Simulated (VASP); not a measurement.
Sc2GaBiO2:

```
Sc Ga Bi O
1.0
     4.04547    0.00000    0.00000
    -2.02273    3.50348    0.00000
     0.00000    0.00000    8.61136
Sc Ga Bi O
2 1 1 2
Direct
  0.00000 0.00000 0.69660
  0.00000 0.00000 0.30340
  0.66667 0.33333 0.00000
  0.00000 0.00000 0.00000
  0.33333 0.66667 0.44400
  0.33333 0.66667 0.55600
```

The cell was generated, and may not be a known phase.

| Item | Value |
| --- | --- |
| Program | VASP 6.6.1 |
| Task | relaxation of cell and atoms |
| Functional | PBE |
| Potentials or basis | VASP PAW PBE potentials, release 64 (Sc_sv, Ga_d, Bi_d, O) |
| Cutoff | 600 eV |
| k mesh | 3 × 3 × 2 |
| Occupations | gaussian, width 0.15 eV |
| Spin | no spin polarisation |

At the start: pressure 41.0 GPa; volume 20.34 Å³/atom.

Question: Where does the relaxation end?

Answer: Over 20 steps the energy falls by 2619.5 meV/atom and the volume is 23.06 Å³/atom (+13.3 %); space group P-6m2 (No. 187, to 0.1 Å) before and after.

Step by step:
```csv
step,energy change (eV),largest force (eV/Å),pressure (GPa),volume (Å³)
1,0.0000,66.5953,40.98,122.05
2,-2.2554,0.2232,-4.52,227.92
3,-2.4164,0.7663,-4.82,225.71
4,-2.7788,0.9226,-5.14,222.18
5,-10.4547,3.0625,-5.94,168.89
6,-14.9093,1.4931,-2.10,144.69
7,-15.4264,0.8624,1.72,133.18
8,-15.4403,0.5975,1.02,134.98
9,-15.5856,0.4022,0.80,137.29
10,-15.6168,0.3859,1.11,140.33
11,-15.6247,0.3846,0.96,139.47
12,-15.6441,0.3249,-0.61,142.76
13,-15.6442,0.3226,-0.65,142.88
14,-15.6604,0.2344,-0.51,142.52
15,-15.6828,0.2894,-0.05,141.44
16,-15.6992,0.2423,-0.25,140.84
17,-15.7100,0.0481,-0.61,139.32
18,-15.7121,0.1262,-0.49,139.82
19,-15.7124,0.0243,0.91,136.95
20,-15.7169,0.0540,0.22,138.34
```

Final structure:
```
Sc Ga Bi O
1.0
     4.06045    0.00000    0.00000
    -2.03022    3.51645    0.00000
     0.00000    0.00000    9.68847
Sc Ga Bi O
2 1 1 2
Direct
  0.00000 0.00000 0.67627
  0.00000 0.00000 0.32373
  0.66667 0.33333 0.00000
  0.00000 0.00000 0.00000
  0.33333 0.66667 0.32258
  0.33333 0.66667 0.67742
```

Caveat: the k points lie up to 0.60 Å⁻¹ apart in the final cell, too coarse for converged energies and pressures of a metal; the standard files for N, O and F lose accuracy on very short bonds; the relaxation stopped at a loose force limit of 0.08 eV/Å, so its end isn't a converged minimum.
